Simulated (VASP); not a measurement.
Here is a VASP 6.6.1 calculation.

The input INCAR:

```
PREC = Accurate ; ENCUT = 600
EDIFF = 1E-6 ; ISMEAR = -1
SIGMA = 0.05 ; LREAL = False
LASPH = True ; NELM = 80
ALGO = Normal ; ISIF = 3
LWAVE = False ; LCHARG = False
GGA = PE ; IBRION = 2
NSW = 60 ; EDIFFG = -0.005
```

File KPOINTS:

```
Automatic mesh
0
Gamma
  14 14 8
```

POSCAR

```
In
1.0
    3.3976968081      0.0000000000      0.0000000000
   -1.6988484040      2.9424917501      0.0000000000
    0.0000000000      0.0000000000      5.5042688291
In
2
Direct
    0.3333333333      0.6666666667      0.2500000000
    0.6666666667      0.3333333333      0.7500000000
```

Potentials or basis: VASP PAW PBE potentials, release 64 (In_d).

The run is started by

```sh
$ cat potpaw_PBE.64/In_d/POTCAR > POTCAR
$ mpirun -np 1 vasp_std > vasp.out
```

Problem. Predict the relaxed cell.

Solution. a = 3.368 Å, b = 3.368 Å, c = 5.648 Å, α = 90.00°, β = 90.00°, γ = 120.00°.

Problem. Predict the relaxed volume.

Solution. 27.74 Å³/atom.

Problem. Predict the band gap on the k mesh.

Solution. Zero (band 13 reaches 10.15 eV, above the bottom of band 14 at 4.40 eV).

Problem. What does it give for the space group after relaxing (to 0.05 Å)?

Solution. P6_3/mmc (No. 194).

Final structure:
```cif
data_structure
_symmetry_space_group_name_H-M 'P 1'
_symmetry_Int_Tables_number 1
_cell_length_a 3.3680
_cell_length_b 3.3680
_cell_length_c 5.6478
_cell_angle_alpha 90.000
_cell_angle_beta 90.000
_cell_angle_gamma 120.000
_cell_volume 55.48
loop_
_atom_site_label
_atom_site_type_symbol
_atom_site_fract_x
_atom_site_fract_y
_atom_site_fract_z
_atom_site_occupancy
In1 In 0.33333 0.66667 0.25000 1
In2 In 0.66667 0.33333 0.75000 1
```

Caveat: spin-orbit coupling is left out, which moves the levels of the heavy elements.
